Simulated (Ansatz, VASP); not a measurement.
One calculation of Zn, two programs

```
Zn
1.0
    -1.54244    1.54244    1.54244
     1.54244   -1.54244    1.54244
     1.54244    1.54244   -1.54244
Zn
1
Direct
  0.00000 0.00000 0.00000
```

Alike in both runs: task single point; functional PBEsol; k mesh 10 × 10 × 10; no spin polarisation.

|  | VASP | Ansatz |
| --- | --- | --- |
| version | VASP 6.6.1 | Ansatz 0.2.0 |
| potentials or method | VASP PAW PBE potentials, release 64 (Zn), cutoff 520 eV | plane waves, PAW |
| occupations | methfessel-paxton of order 1, width 0.05 eV | cold, width 0.05 eV |
| valence electrons in the cell | 12 | 12 |

Ansatz gave:

```
pressure (GPa) : -1.8
```

Question: What did VASP give for the same quantities?

Answer: Pressure (GPa): -1.3.

VASP's potentials were made for PBE, not for PBEsol. Ansatz's warnings: stress scf threshold loose.
